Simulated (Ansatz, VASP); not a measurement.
# InBiO in VASP and in Ansatz

```
CELL_PARAMETERS angstrom
3.32331 0.00000 0.00000
0.00000 5.89082 0.00000
0.00000 0.00000 4.33914
ATOMIC_POSITIONS crystal
In 0.50000 0.50000 0.00000
Bi 0.00000 0.00000 0.00000
O 0.00000 0.00000 0.50000
```

Alike in both runs: functional PBE; k mesh 6 × 4 × 4; occupations gaussian, width 0.1 eV; no spin polarisation.

Ansatz relaxed the structure, and its values are those at the end. VASP's run is a single point on that final structure, the one shown.

```csv
,VASP,Ansatz
version,VASP 6.6.1,Ansatz 0.2.0
potentials or method,"VASP PAW PBE potentials, release 64 (In_d, Bi_d, O), cutoff 520 eV","scalar-relativistic, plane waves, PAW"
valence electrons in the cell,34,34
```

```csv
,VASP,Ansatz,Ansatz less VASP
gap on the k mesh at the Fermi level (eV),none,none,-
pressure (GPa),0.0,-0.1,-0.02
```

A gap of «none» marks a metal or a gap that the smearing closes.

The k mesh is coarse, so the values compare programs but aren't converged. Neither program's run includes spin-orbit coupling.
